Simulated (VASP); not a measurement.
# Nb in VASP: further runs, part 2 of 2

VASP 6.6.1. Earlier steps stand in the parts before.

### 4 Electric field gradients, PBEsol (volume scaled by 0.94)

File INCAR:

```
SYSTEM = Nb
ALGO = Normal
EDIFF = 1E-8
ENCUT = 520
GGA = PS
ISIF = 2
ISMEAR = -1
LASPH = .TRUE.
LCHARG = .FALSE.
LEFG = .TRUE.
LREAL = .FALSE.
LWAVE = .FALSE.
NBANDS = 12
NELM = 100
PREC = Accurate
SIGMA = 0.08
```

File KPOINTS:

```
k-points
0
G
  13 13 13
  0 0 0
```

File POSCAR:

```
Nb
1.0
    0.0000000000      2.0718246199      2.0718246199
    2.0718246199      0.0000000000      2.0718246199
    2.0718246199      2.0718246199      0.0000000000
Nb
1
Direct
    0.0000000000      0.0000000000      0.0000000000
```

Potentials or basis: VASP PAW PBE potentials, release 64 (Nb_sv).

Launch:

```
cat potpaw_PBE.64/Nb_sv/POTCAR > POTCAR
mpirun -np 1 vasp_std > vasp.out
```

OUTCAR:

```text
SYSTEM = Nb
   EDIFF = 1E-8
   ENCUT = 520
   GGA = PS
   ISIF = 2
   ISMEAR = -1
   LASPH = .TRUE.
   LREAL = .FALSE.
   NELM = 100
   PREC = Accurate

 ion  position               nearest neighbor table
   1  0.000  0.000  0.000-

  LATTYP: Found a face centered cubic cell.
 ALAT       =     4.1436492398

  Lattice vectors:

 A1 = (   0.0000000000,   2.0718246199,   2.0718246199)
 A2 = (   2.0718246199,   0.0000000000,   2.0718246199)
 A3 = (   2.0718246199,   2.0718246199,   0.0000000000)

Analysis of symmetry for initial positions (statically):
=====================================================================
 Subroutine PRICEL returns:
 Original cell was already a primitive cell.

 Routine SETGRP: Setting up the symmetry group for a
 face centered cubic supercell.

 Subroutine GETGRP returns: Found 48 space group operations
 (whereof 48 operations were pure point group operations)
 out of a pool of 48 trial point group operations.

The static configuration has the point symmetry O_h .

Analysis of symmetry for dynamics (positions and initial velocities):
=====================================================================
 Subroutine PRICEL returns:
 Original cell was already a primitive cell.

 Routine SETGRP: Setting up the symmetry group for a
 face centered cubic supercell.

 Subroutine GETGRP returns: Found 48 space group operations
 (whereof 48 operations were pure point group operations)
 out of a pool of 48 trial point group operations.

The dynamic configuration has the point symmetry O_h .

 Subroutine INISYM returns: Found 48 space group operations
 (whereof 48 operations are pure point group operations),
 and found     1 'primitive' translations

----------------------------------------------------------------------------------------

                                     Primitive cell

  volume of cell :      17.7864

  direct lattice vectors                    reciprocal lattice vectors
     0.000000000  2.071824620  2.071824620    -0.241333168  0.241333168  0.241333168
     2.071824620  0.000000000  2.071824620     0.241333168 -0.241333168  0.241333168
     2.071824620  2.071824620  0.000000000     0.241333168  0.241333168 -0.241333168

  length of vectors
     2.930002476  2.930002476  2.930002476     0.418001309  0.418001309  0.418001309

  position of ions in fractional coordinates (direct lattice)
     0.000000000  0.000000000  0.000000000

  ion indices of the primitive-cell ions
   primitive index   ion index
                 1           1

----------------------------------------------------------------------------------------

 KPOINTS: k-points

Automatic generation of k-mesh.
 Grid dimensions read from file:
 generate k-points for:   13   13   13

[... 72 lines left out ...]
   TEBEG  =    0.0;   TEEND  =   0.0 temperature during run
   PSTRESS=    0.0 pullay stress
   NELECT =      13.0000    total number of electrons
   NUPDOWN=      -1.0000    fix difference up-down
   EMIN   =  10.00;   EMAX   =-10.00  energy-range for DOS
   EFERMI =   0.00;   METHOD = LEGACY
   ISMEAR =    -1;   SIGMA  =   0.08  broadening in eV -4-tet -1-fermi 0-gaus
   EFERMI_NEDOS =   21; number of points for ismear=-14 and -15
   IALGO  =     38    algorithm
   IMIX   =      4    mixing-type and parameters
     AMIX     =   0.40;   BMIX     =  1.00
     AMIX_MAG =   1.60;   BMIX_MAG =  1.00
  volume/ion in A,a.u.               =      17.79       120.03
  Fermi-wavevector in a.u.,A,eV,Ry     =   1.474664  2.786710 29.587675  2.174633
  Thomas-Fermi vector in A             =   2.589407
   LORBIT       =      0    0 simple, 1 ext, 2 COOP (PROOUT), +10 PAW based schemes
   GGA     = PS    functional components
   LHFCALC =     F    Hartree Fock is set to
   AEXX    =    0.0000 exact exchange contribution
   IVDW    =     0    specifies the selected vdW correction
   LEPSILON=     F    determine dielectric tensor
   LRPA    =     F    only Hartree local field effects (RPA)
 non-spin polarized calculation
  energy-cutoff  :      520.00
  volume of cell :       17.79
 maximum number of plane-waves:       531
 NGX is ok and might be reduce to    24
   NGX = 11   NGY = 11   NGZ = 11

 number of electron      13.0000000 magnetization

 Free energy of the ion-electron system (eV)
  ---------------------------------------------------
  ext. energy  EPLUGINS =         0.00000000
  ---------------------------------------------------
  free energy    TOTEN  =       -10.61588454 eV

  energy without entropy =      -10.58296507  energy(sigma->0) =      -10.59942481

 E-fermi :  11.5790     XC(G=0): -12.6972

 val. band max:       11.5755243228   @ k =  -0.4615   0.2308   0.0000
 cond. band min:      11.5879316924   @ k =   0.3846   0.2308   0.0000
 fundamental gap:      0.0124073696
 Fermi energy:        11.5790445819

 k-point     1 :       0.0000    0.0000    0.0000
  band No.  band energies     occupation
      1     -43.0462      2.00000
      2     -18.3436      2.00000
      3     -18.3436      2.00000
      4     -18.3436      2.00000
      5       5.2159      2.00000
      6      11.6574      0.54607
      7      11.6574      0.54607
      8      11.6574      0.54607
      9      14.4519      0.00000
     10      14.4519      0.00000
     11      23.4798      0.00000
     12      28.4575      0.00000
[... 331 lines left out ...]
 k-point    24 :       0.4615    0.1538    0.0000
  band No.  band energies     occupation
      1     -42.7973      2.00000
      2     -19.5878      2.00000
      3     -18.6877      2.00000
      4     -18.6007      2.00000
      5       8.2181      2.00000
      6      10.4772      2.00000
      7      11.6101      0.80836
      8      12.3339      0.00016
      9      16.6801      0.00000
     10      17.1087      0.00000
     11      22.9472      0.00000
     12      25.4224      0.00000

 [... further k-points ...]

------------------------ aborting loop because EDIFF is reached ----------------------------------------

  FORCE on cell =-STRESS in cart. coord.  units (eV):
  Direction    XX          YY          ZZ          XY          YZ          ZX
  --------------------------------------------------------------------------------------
  -------------------------------------------------------------------------------------
  Total        0.3957403      0.3957403      0.3957403     -0.0000000     -0.0000000      0.0000000
  in kB       35.6477273     35.6477273     35.6477273     -0.0000000     -0.0000000      0.0000000
  external PRESSURE =      35.6477273 kB  Pullay stress =       0.0000000 kB

 VOLUME and BASIS-vectors are now :
 -----------------------------------------------------------------------------
  energy-cutoff  :      520.00
  volume of cell :       17.79
      direct lattice vectors                 reciprocal lattice vectors
     0.000000000  2.071824620  2.071824620    -0.241333168  0.241333168  0.241333168
     2.071824620  0.000000000  2.071824620     0.241333168 -0.241333168  0.241333168
     2.071824620  2.071824620  0.000000000     0.241333168  0.241333168 -0.241333168

 POSITION                                       TOTAL-FORCE (eV/Angst)
 -----------------------------------------------------------------------------------
      0.00000      0.00000      0.00000         0.000000      0.000000     -0.000000
 -----------------------------------------------------------------------------------
    total drift:                               -0.000000     -0.000000     -0.000000

  FREE ENERGIE OF THE ION-ELECTRON SYSTEM (eV)
  ---------------------------------------------------
  free  energy   TOTEN  =       -10.6158845409 eV

  energy  without entropy=      -10.5829650709  energy(sigma->0) =      -10.59942481

 Electric field gradients (V/A^2)
---------------------------------------------------------------------
 ion       V_xx      V_yy      V_zz      V_xy      V_xz      V_yz
---------------------------------------------------------------------
   1      -0.000    -0.000     0.000    -0.000    -0.000    -0.000
---------------------------------------------------------------------

 Electric field gradients after diagonalization (V/A^2)
 (convention: |V_zz| > |V_xx| > |V_yy|)
----------------------------------------------------------------------
 ion       V_xx      V_yy      V_zz     asymmetry (V_yy - V_xx)/ V_zz
----------------------------------------------------------------------
   1       0.000     0.000    -0.000       0.000
----------------------------------------------------------------------

           NMR quadrupolar parameters

 Cq : quadrupolar parameter    Cq=e*Q*V_zz/h
 eta: asymmetry parameters     (V_yy - V_xx)/ V_zz
 Q  : nuclear electric quadrupole moment in mb (millibarn)
----------------------------------------------------------------------
 ion       Cq(MHz)       eta       Q (mb)
----------------------------------------------------------------------
   1      -0.000       0.000       1.000
----------------------------------------------------------------------
```

stdout:

```text
POSCAR found type information on POSCAR Nb
 POSCAR found :  1 types and       1 ions
 scaLAPACK will be used
 -----------------------------------------------------------------------------
|                                                                             |
|                                                                             |
|     You enforced a specific xc type in the INCAR file but a different       |
|     I HOPE YOU KNOW WHAT YOU ARE DOING!                                     |
|                                                                             |
 -----------------------------------------------------------------------------

 LDA part: xc-table for (Slater+PW92), standard interpolation
 POSCAR, INCAR and KPOINTS ok, starting setup
 FFT: planning ... GRIDC
 FFT: planning ... GRID_SOFT
 FFT: planning ... GRID
 WAVECAR not read
 entering main loop
ion   1
```

Wall time 12 s (1 thread of AMD EPYC 9R45 (Zen 5), shared host); peak memory 0.12 GiB.

Results:

* Free energy: -10.6159 eV
* Pressure: 3.6 GPa

Caveat: without QUAD_EFG the Cq values of the log hold for a quadrupole moment of 1 mb, not for the nuclei; the PAW data sets were made with another functional, which shifts forces and pressure a little.

### 5 Electric field gradients, PBEsol (volume scaled by 0.94)

File INCAR:

```
PREC = Accurate
ENCUT = 520
EDIFF = 1E-8
ISMEAR = -1
SIGMA = 0.08
LREAL = False
LASPH = True
NELM = 80
ALGO = Normal
ISIF = 2
LWAVE = False
LCHARG = False
GGA = PS
LEFG = True
NBANDS = 12
```

File KPOINTS:

```
Automatic mesh
0
Gamma
  13 13 13
```

POSCAR is that of step 4.

Potentials or basis: VASP PAW PBE potentials, release 64 (Nb_sv).

Launch:

```
cat potpaw_PBE.64/Nb_sv/POTCAR > POTCAR
mpirun -np 1 vasp_std > vasp.out
```

OUTCAR:

```text
PREC = Accurate
   ENCUT = 520
   EDIFF = 1E-8
   ISMEAR = -1
   LREAL = False
   LASPH = True
   NELM = 80
   ISIF = 2
   GGA = PS

 ion  position               nearest neighbor table
   1  0.000  0.000  0.000-

  LATTYP: Found a face centered cubic cell.
 ALAT       =     4.1436492398

  Lattice vectors:

 A1 = (   0.0000000000,   2.0718246199,   2.0718246199)
 A2 = (   2.0718246199,   0.0000000000,   2.0718246199)
 A3 = (   2.0718246199,   2.0718246199,   0.0000000000)

Analysis of symmetry for initial positions (statically):
=====================================================================
 Subroutine PRICEL returns:
 Original cell was already a primitive cell.

 Routine SETGRP: Setting up the symmetry group for a
 face centered cubic supercell.

 Subroutine GETGRP returns: Found 48 space group operations
 (whereof 48 operations were pure point group operations)
 out of a pool of 48 trial point group operations.

The static configuration has the point symmetry O_h .

Analysis of symmetry for dynamics (positions and initial velocities):
=====================================================================
 Subroutine PRICEL returns:
 Original cell was already a primitive cell.

 Routine SETGRP: Setting up the symmetry group for a
 face centered cubic supercell.

 Subroutine GETGRP returns: Found 48 space group operations
 (whereof 48 operations were pure point group operations)
 out of a pool of 48 trial point group operations.

[... 161 lines left out ...]
      7      11.6574      0.54607
      8      11.6574      0.54607
      9      14.4519      0.00000
     10      14.4519      0.00000
     11      23.4798      0.00000
     12      28.4575      0.00000
[... 331 lines left out ...]
 k-point    24 :       0.4615    0.1538    0.0000
  band No.  band energies     occupation
      1     -42.7973      2.00000
      2     -19.5878      2.00000
      3     -18.6877      2.00000
      4     -18.6007      2.00000
      5       8.2181      2.00000
      6      10.4772      2.00000
      7      11.6101      0.80836
      8      12.3339      0.00016
      9      16.6801      0.00000
     10      17.1087      0.00000
     11      22.9472      0.00000
     12      25.4224      0.00000

 [... further k-points ...]

------------------------ aborting loop because EDIFF is reached ----------------------------------------

  FORCE on cell =-STRESS in cart. coord.  units (eV):
  Direction    XX          YY          ZZ          XY          YZ          ZX
  --------------------------------------------------------------------------------------
  -------------------------------------------------------------------------------------
  Total        0.3957403      0.3957403      0.3957403     -0.0000000     -0.0000000      0.0000000
  in kB       35.6477273     35.6477273     35.6477273     -0.0000000     -0.0000000      0.0000000
  external PRESSURE =      35.6477273 kB  Pullay stress =       0.0000000 kB

 VOLUME and BASIS-vectors are now :
 -----------------------------------------------------------------------------
  energy-cutoff  :      520.00
  volume of cell :       17.79
      direct lattice vectors                 reciprocal lattice vectors
     0.000000000  2.071824620  2.071824620    -0.241333168  0.241333168  0.241333168
     2.071824620  0.000000000  2.071824620     0.241333168 -0.241333168  0.241333168
     2.071824620  2.071824620  0.000000000     0.241333168  0.241333168 -0.241333168

 POSITION                                       TOTAL-FORCE (eV/Angst)
 -----------------------------------------------------------------------------------
      0.00000      0.00000      0.00000         0.000000      0.000000     -0.000000
 -----------------------------------------------------------------------------------
    total drift:                               -0.000000     -0.000000     -0.000000

  FREE ENERGIE OF THE ION-ELECTRON SYSTEM (eV)
  ---------------------------------------------------
  free  energy   TOTEN  =       -10.6158845409 eV

  energy  without entropy=      -10.5829650709  energy(sigma->0) =      -10.59942481

 Electric field gradients (V/A^2)
---------------------------------------------------------------------
 ion       V_xx      V_yy      V_zz      V_xy      V_xz      V_yz
---------------------------------------------------------------------
   1      -0.000    -0.000     0.000    -0.000    -0.000    -0.000
---------------------------------------------------------------------

 Electric field gradients after diagonalization (V/A^2)
 (convention: |V_zz| > |V_xx| > |V_yy|)
----------------------------------------------------------------------
 ion       V_xx      V_yy      V_zz     asymmetry (V_yy - V_xx)/ V_zz
----------------------------------------------------------------------
   1       0.000     0.000    -0.000       0.000
----------------------------------------------------------------------

           NMR quadrupolar parameters

 Cq : quadrupolar parameter    Cq=e*Q*V_zz/h
 eta: asymmetry parameters     (V_yy - V_xx)/ V_zz
 Q  : nuclear electric quadrupole moment in mb (millibarn)
----------------------------------------------------------------------
 ion       Cq(MHz)       eta       Q (mb)
----------------------------------------------------------------------
   1      -0.000       0.000       1.000
----------------------------------------------------------------------
```

OSZICAR:

```text
N       E                     dE             d eps       ncg     rms          rms(c)
DAV:   1     0.113367953132E+03    0.11337E+03   -0.72497E+03  2024   0.108E+03
DAV:   2    -0.652380326444E+01   -0.11989E+03   -0.11576E+03  2144   0.385E+02
DAV:   3    -0.108164793169E+02   -0.42927E+01   -0.41134E+01  2980   0.633E+01
DAV:   4    -0.110990674339E+02   -0.28259E+00   -0.28045E+00  2784   0.147E+01
DAV:   5    -0.111097702734E+02   -0.10703E-01   -0.10699E-01  2992   0.233E+00    0.736E+00
DAV:   6    -0.106693762494E+02    0.44039E+00   -0.66024E-01  3208   0.102E+01    0.262E+00
DAV:   7    -0.106118532840E+02    0.57523E-01   -0.20829E-01  3300   0.560E+00    0.101E+00
DAV:   8    -0.106158147693E+02   -0.39615E-02   -0.13739E-02  2416   0.153E+00    0.439E-02
DAV:   9    -0.106158688019E+02   -0.54033E-04   -0.91248E-04  3364   0.317E-01    0.396E-02
DAV:  10    -0.106158856873E+02   -0.16885E-04   -0.14104E-05  2432   0.483E-02    0.176E-02
DAV:  11    -0.106158845864E+02    0.11009E-05   -0.95960E-06  2592   0.525E-02    0.228E-03
DAV:  12    -0.106158846003E+02   -0.13903E-07   -0.96345E-07  2692   0.761E-03    0.442E-04
DAV:  13    -0.106158845397E+02    0.60602E-07   -0.27331E-08  2612   0.172E-03    0.303E-04
DAV:  14    -0.106158845409E+02   -0.11489E-08   -0.33639E-09  1520   0.733E-04
   1 F= -.10615885E+02 E0= -.10599425E+02  d E =-.329195E-01
```

stdout:

```text
POSCAR found type information on POSCAR Nb
 POSCAR found :  1 types and       1 ions
 scaLAPACK will be used
 -----------------------------------------------------------------------------
|                                                                             |
|                                                                             |
|     You enforced a specific xc type in the INCAR file but a different       |
|     I HOPE YOU KNOW WHAT YOU ARE DOING!                                     |
|                                                                             |
 -----------------------------------------------------------------------------

 LDA part: xc-table for (Slater+PW92), standard interpolation
 POSCAR, INCAR and KPOINTS ok, starting setup
 FFT: planning ... GRIDC
 FFT: planning ... GRID_SOFT
 FFT: planning ... GRID
 WAVECAR not read
 entering main loop
ion   1
```

Wall time 12 s (1 thread of AMD EPYC 9R45 (Zen 5), shared host); peak memory 0.12 GiB.

What came out:

```yaml
Free_energy: -10.6159 eV
Pressure: 3.6 GPa
```

Caveat: without QUAD_EFG the Cq values of the log hold for a quadrupole moment of 1 mb, not for the nuclei; the PAW data sets were made with another functional, which shifts forces and pressure a little.
